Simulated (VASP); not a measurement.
# BaScO2F (P4/mmm) in VASP: single point with LDA

Aim: the single point of BaScO2F with LDA.

Everything below comes from runs of VASP 6.6.1. Logs are shortened: lines on timing, memory, paths and dates and some standing lists are left out, and cuts for length are marked.

### Step 1. The cell of the first run

Symmetry: P4/mmm, No. 123, tetragonal system. The conventional cell has a = 4.207 Å, b = 4.207 Å, c = 4.211 Å, α = 90.00°, β = 90.00°, γ = 90.00°. Within 3.9 Å of Ba (site symmetry 4/mmm) lie 4 F at 2.97 Å and 8 O at 2.98 Å and 8 Sc at 3.64 Å. Sc (site symmetry 4/mmm) has 4 O at 2.10 Å and 2 F at 2.11 Å within 2.8 Å. O (site symmetry mmm) has 2 Sc at 2.10 Å within 2.8 Å. Within 2.8 Å of F (site symmetry 4/mmm) lie 2 Sc at 2.11 Å.

### Step 2. Single point, LDA

INCAR

```
SYSTEM = BaScO2F
PREC = Accurate ; ENCUT = 910
EDIFF = 1E-6 ; ISMEAR = 0
SIGMA = 0.05 ; LREAL = .FALSE.
LASPH = .TRUE. ; NELM = 120
ALGO = Normal ; ISIF = 2
LWAVE = .FALSE. ; LCHARG = .FALSE.
NBANDS = 28 ; GGA_COMPAT = .FALSE.
```

KPOINTS

```
Automatic mesh
0
G
  6 6 6
  0 0 0
```

POSCAR

```
BaScO2F
1.0
    4.2069470000      0.0000000000      0.0000000000
    0.0000000000      4.2069470000      0.0000000000
    0.0000000000      0.0000000000      4.2114130000
Ba Sc O F
1 1 2 1
Direct
    0.5000000000      0.5000000000      0.5000000000
    0.0000000000      0.0000000000      0.0000000000
    0.5000000000      0.0000000000      0.0000000000
    0.0000000000      0.5000000000      0.0000000000
    0.0000000000      0.0000000000      0.5000000000
```

Potentials or basis: VASP PAW LDA potentials, release 64 (Ba_sv, Sc_sv, O_h, F_h).

Run with:

```console
cat potpaw_LDA.64/Ba_sv/POTCAR potpaw_LDA.64/Sc_sv/POTCAR potpaw_LDA.64/O_h/POTCAR potpaw_LDA.64/F_h/POTCAR > POTCAR
mpirun -np 1 vasp_std > vasp.out
```

OUTCAR:

```text
SYSTEM = BaScO2F
   PREC = Accurate
   ENCUT = 910
   EDIFF = 1E-6
   ISMEAR = 0
   LREAL = .FALSE.
   LASPH = .TRUE.
   NELM = 120
   ISIF = 2

 ion  position               nearest neighbor table
   1  0.500  0.500  0.500-   5 2.97   5 2.97   5 2.97   5 2.97   4 2.98   3 2.98   4 2.98   3 2.98
                             4 2.98   3 2.98   4 2.98   3 2.98   2 3.64   2 3.64   2 3.64   2 3.64
   2  0.000  0.000  0.000-   3 2.10   4 2.10   4 2.10   3 2.10   5 2.11   5 2.11   1 3.64   1 3.64
                             1 3.64   1 3.64   1 3.64   1 3.64   1 3.64   1 3.64
   3  0.500  0.000  0.000-   2 2.10   2 2.10   1 2.98   1 2.98   1 2.98   1 2.98
   4  0.000  0.500  0.000-   2 2.10   2 2.10   1 2.98   1 2.98   1 2.98   1 2.98
   5  0.000  0.000  0.500-   2 2.11   2 2.11   1 2.97   1 2.97   1 2.97   1 2.97

  LATTYP: Found a simple tetragonal cell.
 ALAT       =     4.2069470000
 C/A-ratio  =     1.0010615774

  Lattice vectors:

 A1 = (   4.2069470000,   0.0000000000,   0.0000000000)
 A2 = (   0.0000000000,   4.2069470000,   0.0000000000)
 A3 = (   0.0000000000,   0.0000000000,   4.2114130000)

Analysis of symmetry for initial positions (statically):
=====================================================================
 Subroutine PRICEL returns:
 Original cell was already a primitive cell.

 Routine SETGRP: Setting up the symmetry group for a
 simple tetragonal supercell.

 Subroutine GETGRP returns: Found 16 space group operations
 (whereof 16 operations were pure point group operations)
 out of a pool of 16 trial point group operations.

The static configuration has the point symmetry D_4h.

Analysis of symmetry for dynamics (positions and initial velocities):
=====================================================================
 Subroutine PRICEL returns:
 Original cell was already a primitive cell.

 Routine SETGRP: Setting up the symmetry group for a
 simple tetragonal supercell.

 Subroutine GETGRP returns: Found 16 space group operations
 (whereof 16 operations were pure point group operations)
 out of a pool of 16 trial point group operations.

The dynamic configuration has the point symmetry D_4h.

 Subroutine INISYM returns: Found 16 space group operations
 (whereof 16 operations are pure point group operations),
 and found     1 'primitive' translations

----------------------------------------------------------------------------------------

                                     Primitive cell

  volume of cell :      74.5353

  direct lattice vectors                    reciprocal lattice vectors
     4.206947000  0.000000000  0.000000000     0.237702068  0.000000000  0.000000000
     0.000000000  4.206947000  0.000000000     0.000000000  0.237702068  0.000000000
     0.000000000  0.000000000  4.211413000     0.000000000  0.000000000  0.237449996

  length of vectors
     4.206947000  4.206947000  4.211413000     0.237702068  0.237702068  0.237449996

  position of ions in fractional coordinates (direct lattice)
     0.500000000  0.500000000  0.500000000
     0.000000000  0.000000000  0.000000000
     0.500000000  0.000000000  0.000000000
     0.000000000  0.500000000  0.000000000
     0.000000000  0.000000000  0.500000000

  ion indices of the primitive-cell ions
   primitive index   ion index
                 1           1
                 2           2
                 3           3
                 4           4
                 5           5

----------------------------------------------------------------------------------------

 KPOINTS: Automatic mesh

Automatic generation of k-mesh.
 Grid dimensions read from file:
 generate k-points for:    6    6    6

 Generating k-lattice:

  Cartesian coordinates                     Fractional coordinates (reciprocal lattice)
     0.039617011  0.000000000  0.000000000     0.166666667  0.000000000  0.000000000
     0.000000000  0.039617011  0.000000000     0.000000000  0.166666667  0.000000000
     0.000000000  0.000000000  0.039574999     0.000000000  0.000000000  0.166666667

  Length of vectors
     0.039617011  0.039617011  0.039574999

  Shift w.r.t. Gamma in fractional coordinates (k-lattice)
     0.000000000  0.000000000  0.000000000

 Subroutine IBZKPT returns following result:
 ===========================================

 Found     40 irreducible k-points:

 Following reciprocal coordinates:
            Coordinates               Weight
  0.000000  0.000000  0.000000      1.000000
  0.166667  0.000000  0.000000      4.000000
  0.333333  0.000000  0.000000      4.000000
  0.500000  0.000000  0.000000      2.000000
  0.166667  0.166667  0.000000      4.000000
  0.333333  0.166667  0.000000      8.000000
[... 16 lines left out ...]
  0.333333  0.000000  0.333333      8.000000
  0.500000  0.000000  0.333333      4.000000
 [... further k-points ...]
   k-points           NKPTS =     40   k-points in BZ     NKDIM =     40   number of bands    NBANDS=     28
   number of dos      NEDOS =    301   number of ions     NIONS =      5
   total plane-waves  NPLWV =  74088
   dimension x,y,z NGX =    42 NGY =   42 NGZ =   42
   dimension x,y,z NGXF=    84 NGYF=   84 NGZF=   84
   ions per type =               1   1   2   1
   NGX,Y,Z   is equivalent  to a cutoff of  16.60, 16.60, 16.58 a.u.
   NGXF,Y,Z  is equivalent  to a cutoff of  33.19, 33.19, 33.16 a.u.
 SYSTEM =  BaScO2F
   PREC   = accura    normal or accurate (medium, high low for compatibility)
   ISTART =      0    job   : 0-new  1-cont  2-samecut
   ICHARG =      2    charge: 1-file 2-atom 10-const
   ISPIN  =      1    spin polarized calculation?
   LNONCOLLINEAR =      F non collinear calculations
   LSORBIT =      F    spin-orbit coupling
   LASPH  =      T    aspherical Exc in radial PAW
   ENCUT  =  910.0 eV  66.88 Ry    8.18 a.u.  10.35 10.35 10.36*2*pi/ulx,y,z
   NELM   =    120;   NELMIN=  2; NELMDL= -5     # of ELM steps
   EDIFF  = 0.1E-05   stopping-criterion for ELM
   LREAL  =      F    real-space projection
   EDIFFG = 0.1E-04   stopping-criterion for IOM
   NSW    =      0    number of steps for IOM
   IBRION =     -1    ionic relax: 0-MD 1-quasi-New 2-CG
   NFREE  =      0    steps in history (QN), initial steepest desc. (CG)
   ISIF   =      2    stress and relaxation
   ISYM   =      2    0-nonsym 1-usesym 2-fastsym
   POTIM  = 0.5000    time-step for ionic-motion
   TEBEG  =    0.0;   TEEND  =   0.0 temperature during run
   PSTRESS=    0.0 pullay stress
   NELECT =      40.0000    total number of electrons
   NUPDOWN=      -1.0000    fix difference up-down
   EMIN   =  10.00;   EMAX   =-10.00  energy-range for DOS
   EFERMI =   0.00;   METHOD = LEGACY
   ISMEAR =     0;   SIGMA  =   0.05  broadening in eV -4-tet -1-fermi 0-gaus
   EFERMI_NEDOS =   21; number of points for ismear=-14 and -15
   IALGO  =     38    algorithm
   IMIX   =      4    mixing-type and parameters
     AMIX     =   0.40;   BMIX     =  1.00
     AMIX_MAG =   1.60;   BMIX_MAG =  1.00
  volume/ion in A,a.u.               =      14.91       100.60
  Fermi-wavevector in a.u.,A,eV,Ry     =   1.330375  2.514045 24.080932  1.769899
  Thomas-Fermi vector in A             =   2.459467
   LORBIT       =      0    0 simple, 1 ext, 2 COOP (PROOUT), +10 PAW based schemes
   GGA     = CA    functional components
   LHFCALC =     F    Hartree Fock is set to
   AEXX    =    0.0000 exact exchange contribution
   IVDW    =     0    specifies the selected vdW correction
   LEPSILON=     F    determine dielectric tensor
   LRPA    =     F    only Hartree local field effects (RPA)
 non-spin polarized calculation
 Gauss-broadening in eV      SIGMA  =   0.05
  energy-cutoff  :      910.00
  volume of cell :       74.54
 maximum number of plane-waves:      4697
 NGX is ok and might be reduce to    42
   NGX = 21   NGY = 21   NGZ = 21

 number of electron      39.9999994 magnetization

 Free energy of the ion-electron system (eV)
  ---------------------------------------------------
  ext. energy  EPLUGINS =         0.00000000
  ---------------------------------------------------
  free energy    TOTEN  =       -40.18403823 eV

  energy without entropy =      -40.18403823  energy(sigma->0) =      -40.18403823

 E-fermi :   3.2186     XC(G=0): -10.9114

 val. band max:        2.8821558097   @ k =   0.5000   0.5000   0.5000
 cond. band min:       5.7554983374   @ k =   0.0000   0.0000   0.0000
 fundamental gap:      2.8733425277
 Fermi energy:         3.2186302582

 k-point     1 :       0.0000    0.0000    0.0000
  band No.  band energies     occupation
      1     -44.5753      2.00000
      2     -23.8632      2.00000
      3     -23.5014      2.00000
      4     -23.5014      2.00000
      5     -23.3032      2.00000
      6     -20.8858      2.00000
[... 20 lines left out ...]
     27       8.2333      0.00000
     28       8.6650      0.00000

 k-point     2 :       0.1667    0.0000    0.0000
  band No.  band energies     occupation
      1     -44.5748      2.00000
      2     -23.8624      2.00000
      3     -23.5498      2.00000
      4     -23.5006      2.00000
      5     -23.2590      2.00000
      6     -20.9042      2.00000
[... 20 lines left out ...]
     27       8.4404      0.00000
     28       9.1622      0.00000

 k-point     3 :       0.3333    0.0000    0.0000
  band No.  band energies     occupation
      1     -44.5740      2.00000
      2     -23.8608      2.00000
      3     -23.6247      2.00000
      4     -23.4990      2.00000
      5     -23.1907      2.00000
      6     -20.9425      2.00000
[... 20 lines left out ...]
     27       9.0825      0.00000
     28       9.6659      0.00000

 k-point     4 :       0.5000    0.0000    0.0000
  band No.  band energies     occupation
      1     -44.5736      2.00000
      2     -23.8600      2.00000
      3     -23.6573      2.00000
      4     -23.4982      2.00000
      5     -23.1603      2.00000
      6     -20.9623      2.00000
[... 578 lines left out ...]
     27       9.3520      0.00000
     28       9.5354      0.00000

 k-point    23 :       0.3333    0.0000    0.3333
  band No.  band energies     occupation
      1     -44.5715      2.00000
      2     -24.2441      2.00000
      3     -23.5878      2.00000
      4     -23.4962      2.00000
      5     -23.1826      2.00000
      6     -20.3436      2.00000
[... 20 lines left out ...]
     27       9.6229      0.00000
     28       9.8137      0.00000

 k-point    24 :       0.5000    0.0000    0.3333
  band No.  band energies     occupation
      1     -44.5711      2.00000
      2     -24.2345      2.00000
      3     -23.6160      2.00000
      4     -23.4954      2.00000
      5     -23.1756      2.00000
      6     -20.3558      2.00000
[... 20 lines left out ...]
     27       9.9925      0.00000
     28      10.5808      0.00000

 [... further k-points ...]

------------------------ aborting loop because EDIFF is reached ----------------------------------------

  FORCE on cell =-STRESS in cart. coord.  units (eV):
  Direction    XX          YY          ZZ          XY          YZ          ZX
  --------------------------------------------------------------------------------------
  -------------------------------------------------------------------------------------
  Total       -4.0683938     -4.0683938     -4.1328930      0.0000000      0.0000000      0.0000000
  in kB      -87.4523842    -87.4523842    -88.8388288      0.0000000      0.0000000      0.0000000
  external PRESSURE =     -87.9145324 kB  Pullay stress =       0.0000000 kB

 VOLUME and BASIS-vectors are now :
 -----------------------------------------------------------------------------
  energy-cutoff  :      910.00
  volume of cell :       74.54
      direct lattice vectors                 reciprocal lattice vectors
     4.206947000  0.000000000  0.000000000     0.237702068  0.000000000  0.000000000
     0.000000000  4.206947000  0.000000000     0.000000000  0.237702068  0.000000000
     0.000000000  0.000000000  4.211413000     0.000000000  0.000000000  0.237449996

 POSITION                                       TOTAL-FORCE (eV/Angst)
 -----------------------------------------------------------------------------------
      2.10347      2.10347      2.10571         0.000000      0.000000      0.000000
      0.00000      0.00000      0.00000         0.000000      0.000000      0.000000
      2.10347      0.00000      0.00000         0.000000      0.000000      0.000000
      0.00000      2.10347      0.00000         0.000000      0.000000      0.000000
      0.00000      0.00000      2.10571         0.000000      0.000000      0.000000
 -----------------------------------------------------------------------------------
    total drift:                                0.000000      0.000000     -0.000000

  FREE ENERGIE OF THE ION-ELECTRON SYSTEM (eV)
  ---------------------------------------------------
  free  energy   TOTEN  =       -40.1840382256 eV

  energy  without entropy=      -40.1840382256  energy(sigma->0) =      -40.18403823
```

It took 1.7 min on 1 thread of Intel Xeon Platinum 8559C (Emerald Rapids), shared host; peak memory 0.37 GiB.

What came out:

```yaml
Free_energy: -40.1840 eV
Pressure: -8.8 GPa
Band_gap_on_the_k_mesh: 2.87 eV (least direct gap 3.25 eV)
```

Caveat: the cutoff is under 1.25 times the usual one of these potentials, so pressure, stress and relaxed cells hold a basis-set (Pulay) error; the cell stands under tension; spin-orbit coupling is left out, which moves the levels of the heavy elements. A k mesh can miss the band edges.
